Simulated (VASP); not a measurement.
Write the native input for VASP 6.6.1 that does the following.

* Task: single point
* Functional: PBEsol
* Potentials or basis: VASP PAW PBE potentials, release 64 (Mn_pv, S)
* Cutoff: 520 eV
* k mesh: 7 × 7 × 7
* Occupations: fermi-dirac, width 0.05 eV
* Spin: collinear spin, ferromagnetic start
* Starting moments: [5.2, 5.2, 0.0, 0.0] μB
* Dipole correction: no
* Further INCAR settings: ALGO = Normal; EDIFF = 1e-06; NBANDS = 31

The structure of MnS lies in POSCAR:

```
MnS
1.0
    1.8299960000      1.0565490000      5.9418410000
   -1.8299960000      1.0565490000      5.9418410000
    0.0000000000     -2.1130970000      5.9418410000
Mn S
2 2
Direct
    0.0000000000      0.0000000000      0.0000000000
    0.5000000000      0.5000000000      0.5000000000
    0.7500000000      0.7500000000      0.7500000000
    0.2500000000      0.2500000000      0.2500000000
```

These files were run (other wordings do the same):

INCAR

```
SYSTEM = MnS
  PREC = Accurate
  ENCUT = 520
  EDIFF = 1E-6
  ISMEAR = -1
  SIGMA = 0.05
  LREAL = .FALSE.
  LASPH = .TRUE.
  NELM = 150
  ALGO = Normal
  ISIF = 2
  LWAVE = .FALSE.
  LCHARG = .FALSE.
  ISPIN = 2
  MAGMOM = 5.2 5.2 0 0
  LORBIT = 11
  LMAXMIX = 4
  GGA = PS
  NBANDS = 31
```

KPOINTS

```
regular mesh
0
G
  7 7 7
  0 0 0
```

Potentials or basis: VASP PAW PBE potentials, release 64 (Mn_pv, S).

Command:

```console
$ cat potpaw_PBE.64/Mn_pv/POTCAR potpaw_PBE.64/S/POTCAR > POTCAR
$ mpirun -np 1 vasp_std > vasp.out
```

It gave:

```json
{
 "Pressure": "-6.5 GPa",
 "Net moment": "9.18 μB per cell",
 "Site moments": "Mn +4.16; S +0.09 μB",
 "Valence electrons inside the program's atomic spheres": "Mn 11.34; S 3.69"
}
```

Caveat: the cell stands under tension; the PAW data sets were made with another functional, which shifts forces and pressure a little; only a ferromagnetic start was run, and an antiferromagnetic order may lie lower in energy.

Wall time 11 min on 1 thread of Intel Xeon 8259CL (shared host), peak memory 0.48 GiB.
